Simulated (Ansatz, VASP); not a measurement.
## TiO2 in VASP and in Ansatz

```
Ti O
1.0
     6.15358   -1.88347    0.00000
     6.15358    1.88347    0.00000
    -1.92833    0.00000    6.32897
Ti O
4 8
Direct
  0.90007 0.90007 0.28960
  0.19529 0.19529 0.28376
  0.09993 0.09993 0.71040
  0.80471 0.80471 0.71624
  0.36193 0.36193 0.29340
  0.26349 0.26349 0.65250
  0.86719 0.86719 0.99529
  0.73651 0.73651 0.34750
  0.94165 0.94165 0.63002
  0.13281 0.13281 0.00471
  0.63807 0.63807 0.70660
  0.05835 0.05835 0.36998
```

Alike in both runs: task single point; functional revPBE; dispersion D4; k mesh 8 × 8 × 4; occupations fermi-dirac, width 0.05 eV; no spin polarisation.

|  | VASP | Ansatz |
| --- | --- | --- |
| version | VASP 6.6.1 | Ansatz 0.2.0 |
| potentials or method | VASP PAW PBE potentials, release 64 (Ti_sv, O) | Ansatz PAW |
| plane-wave cutoff (eV) | 520 | 420 |
| valence electrons in the cell | 96 | 96 |

|  | VASP | Ansatz | Ansatz less VASP |
| --- | --- | --- | --- |
| gap on the k mesh at the Fermi level (eV) | 2.75 | 2.77 | +0.021 |
| least direct gap on the mesh (eV) | 2.92 | 2.94 | +0.020 |
| pressure (GPa) | -4.1 | -4.7 | -0.53 |
| traceless stress, the component that is largest in VASP (GPa) | -0.26 | -0.22 | +0.044 |
| rms of the force components (eV/Å) | 0.072 | 0.087 | +0.0150 |

VASP's potentials were made for PBE, not for revPBE. Atom by atom the forces differ by 0.018 eV/Å (rms over components).
